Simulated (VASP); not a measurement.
LiBH3:

```
CELL_PARAMETERS angstrom
3.42788 -3.42788 0.00000
3.42788 3.42788 0.00000
0.00000 0.00000 3.42788
ATOMIC_POSITIONS crystal
Li 0.51401 0.51401 0.47199
Li 0.01401 0.01401 0.47199
B 0.51401 0.01401 0.97199
B 0.01401 0.51401 0.97199
H 0.26500 0.26500 0.00000
H 0.76500 0.23500 0.00000
H 0.50000 0.00000 0.50000
H 0.73500 0.73500 0.00000
H 0.23500 0.76500 0.00000
H 0.00000 0.50000 0.50000
```

* Program: VASP 6.6.1
* Task: relaxation of cell and atoms
* Functional: PBE
* Potentials or basis: VASP PAW PBE potentials, release 64 (Li_sv, B, H)
* Cutoff: 600 eV
* k mesh: 4 × 4 × 6
* Occupations: gaussian, width 0.1 eV
* Spin: no spin polarisation

At the start: pressure -15.7 GPa; volume 8.06 Å³/atom.

Task: Where does the relaxation end?

Result: Over 58 steps the energy falls by 352.2 meV/atom and the volume is 6.97 Å³/atom (-13.4 %); space group Cm (No. 8, to 0.1 Å) before and after.

Step by step:
| step | energy change (eV) | largest force (eV/Å) | pressure (GPa) | volume (Å³) |
| --- | --- | --- | --- | --- |
| 1 | 0.0000 | 0.9284 | -15.65 | 80.56 |
| 3 | -1.8139 | 0.7502 | 2.46 | 60.41 |
| 5 | -2.0347 | 0.3205 | 7.60 | 59.35 |
| 7 | -2.2348 | 0.5695 | 9.39 | 60.02 |
| 9 | -2.6823 | 0.6737 | 4.25 | 66.63 |
| 11 | -2.7919 | 0.2227 | 2.46 | 66.57 |
| 13 | -2.8418 | 0.2489 | 0.36 | 68.25 |
| 15 | -2.8689 | 0.1480 | 0.03 | 69.52 |
| 17 | -2.8782 | 0.2948 | 0.12 | 69.77 |
| 19 | -2.9227 | 0.3676 | -0.07 | 70.65 |
| 21 | -2.9332 | 0.6906 | -0.13 | 71.23 |
| 23 | -2.9742 | 0.7003 | -0.17 | 71.78 |
| 25 | -3.0896 | 0.7908 | 0.41 | 73.70 |
| 27 | -3.1790 | 0.6177 | 0.06 | 74.74 |
| 29 | -3.2139 | 0.3024 | -0.73 | 75.13 |
| 31 | -3.2439 | 0.2266 | -0.86 | 74.62 |
| 33 | -3.2593 | 0.3431 | -0.39 | 73.71 |
| 35 | -3.2863 | 0.2638 | 0.58 | 71.87 |
| 37 | -3.3214 | 0.3182 | 0.92 | 71.01 |
| 39 | -3.3305 | 0.4109 | 0.99 | 70.66 |
| 41 | -3.3577 | 0.5878 | 0.51 | 70.17 |
| 43 | -3.4157 | 0.3404 | -0.02 | 69.92 |
| 45 | -3.4418 | 0.3699 | -0.41 | 69.63 |
| 47 | -3.4831 | 0.2457 | 0.27 | 68.97 |
| 49 | -3.4898 | 0.1992 | 0.51 | 68.96 |
| 51 | -3.5098 | 0.2197 | 0.31 | 69.66 |
| 53 | -3.5157 | 0.1737 | -0.44 | 70.02 |
| 55 | -3.5205 | 0.0784 | -0.33 | 70.03 |
| 57 | -3.5214 | 0.0779 | -0.10 | 69.90 |
| 58 | -3.5224 | 0.0382 | -0.01 | 69.74 |

Final structure:
```yaml
crystal:
  lattice:
    - [3.66179, -2.76053, -0.87002]
    - [3.66179, 2.76053, -0.87002]
    - [-0.88992, 0.00000, 3.66093]
  atoms:
    - { symbol: Li, position: [0.48961, 0.48961, 0.52052] }
    - { symbol: Li, position: [0.98571, 0.98571, 0.53042] }
    - { symbol: B, position: [0.55521, 0.05291, 0.88655] }
    - { symbol: B, position: [0.05291, 0.55521, 0.88655] }
    - { symbol: H, position: [0.26076, 0.26076, 0.96611] }
    - { symbol: H, position: [0.73860, 0.23361, 0.04144] }
    - { symbol: H, position: [0.49109, 0.98893, 0.52395] }
    - { symbol: H, position: [0.75960, 0.75960, 0.96704] }
    - { symbol: H, position: [0.23361, 0.73860, 0.04144] }
    - { symbol: H, position: [0.98893, 0.49109, 0.52395] }
```

Caveat: the cutoff is under 1.25 times the usual one of these potentials, so pressure, stress and relaxed cells hold a basis-set (Pulay) error.
